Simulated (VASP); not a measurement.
A run of VASP 6.6.1:

Contents of INCAR:

```
PREC = Accurate
ENCUT = 520
EDIFF = 1E-6
ISMEAR = -1
SIGMA = 0.1
LREAL = False
LASPH = True
NELM = 100
ALGO = Normal
ISIF = 2
LWAVE = False
LCHARG = False
GGA = B5
ALDAX = 1.0
AGGAX = 1.0
AGGAC = 1.0
ALDAC = 0.0
NBANDS = 18
```

KPOINTS

```
regular mesh
0
Gamma
  20 20 11
```

The input POSCAR:

```
Ag
1.0
    3.0257258452      0.0000000000      0.0000000000
   -1.5128629226      2.6203554469      0.0000000000
    0.0000000000      0.0000000000      4.8833325313
Ag
2
Direct
    0.3333333333      0.6666666667      0.2500000000
    0.6666666667      0.3333333333      0.7500000000
```

Potentials or basis: VASP PAW PBE potentials, release 64 (Ag).

Run with:

```bash
$ cat potpaw_PBE.64/Ag/POTCAR > POTCAR
$ mpirun -np 1 vasp_std > vasp.out
```

Hardware: 1 thread of Intel Xeon 8259CL, with other jobs on the host.

**Question.** Estimate the wall time of this run.

**Answer.** Run time: 3.2 min on 1 thread of Intel Xeon 8259CL, with other jobs on the host, peak memory 0.27 GiB. Counts: scf iterations 11, k points 264.
